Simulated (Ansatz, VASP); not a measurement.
## InSe: VASP beside Ansatz

```xyz
4
Lattice="2.0185 1.1654 8.3027 -2.0185 1.1654 8.3027 0.0000 -2.3308 8.3027" Properties=species:S:1:pos:R:3 pbc="T T T"
In    0.0000    0.0000   -0.0096
In    0.0000    0.0000    2.7837
Se    0.0000    0.0000   15.3116
Se    0.0000    0.0000   20.6713
```

Alike in both runs: task single point; functional PBE; dispersion D3(BJ); k mesh 12 × 12 × 12; occupations gaussian, width 0.02 eV; no spin polarisation.

|  | VASP | Ansatz |
| --- | --- | --- |
| version | VASP 6.6.1 | Ansatz 0.2.0 |
| potentials or method | VASP PAW PBE potentials, release 64 (In_d, Se), cutoff 520 eV | scalar-relativistic, plane waves, PAW |
| valence electrons in the cell | 38 | 58 |

VASP gave:

| Property | Result |
| --- | --- |
| gap on the k mesh at the Fermi level (eV) | 0.28 |
| least direct gap on the mesh (eV) | 0.28 |

Task: Which values does Ansatz return?

Result: gap on the k mesh at the Fermi level (eV): 0.30; least direct gap on the mesh (eV): 0.30.

VASP's potentials hold 38 valence electrons a cell and Ansatz's 58, so a difference there can come from the potentials and not from the codes.
